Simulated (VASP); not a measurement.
Here is a VASP 6.6.1 calculation.

INCAR

```
ALGO     = Normal         # electronic algorithm
EDIFF    = 1E-7           # SCF threshold, eV
ENCUT    = 520            # plane-wave cutoff, eV
GGA      = PE             # functional
ISIF     = 2              # what is computed and relaxed
ISMEAR   = -1             # smearing method
LASPH    = T              # aspherical terms in the spheres
LCHARG   = F              # write CHGCAR
LREAL    = F              # projectors in reciprocal space
LWAVE    = F              # write WAVECAR
NBANDS   = 12             # bands
NELM     = 60             # most SCF steps
PREC     = Accurate       # precision mode
SIGMA    = 0.08           # smearing width, eV
```

File KPOINTS:

```
k-points
0
Gamma
  18 18 10
```

File POSCAR:

```
P
1.0
    2.4029817997      0.0000000000      0.0000000000
   -1.2014908998      2.0810432834      0.0000000000
    0.0000000000      0.0000000000      3.9605990751
P
2
Direct
    0.3333333333      0.6666666667      0.2500000000
    0.6666666667      0.3333333333      0.7500000000
```

Potentials or basis: VASP PAW PBE potentials, release 64 (P).

Run with:

```sh
$ cat potpaw_PBE.64/P/POTCAR > POTCAR
$ mpirun -np 1 vasp_std > vasp.out
```

Estimate the band gap on the k mesh.

zero (band 5 reaches 25.40 eV, above the bottom of band 6 at 8.88 eV).

Estimate the pressure.

71.0 GPa.
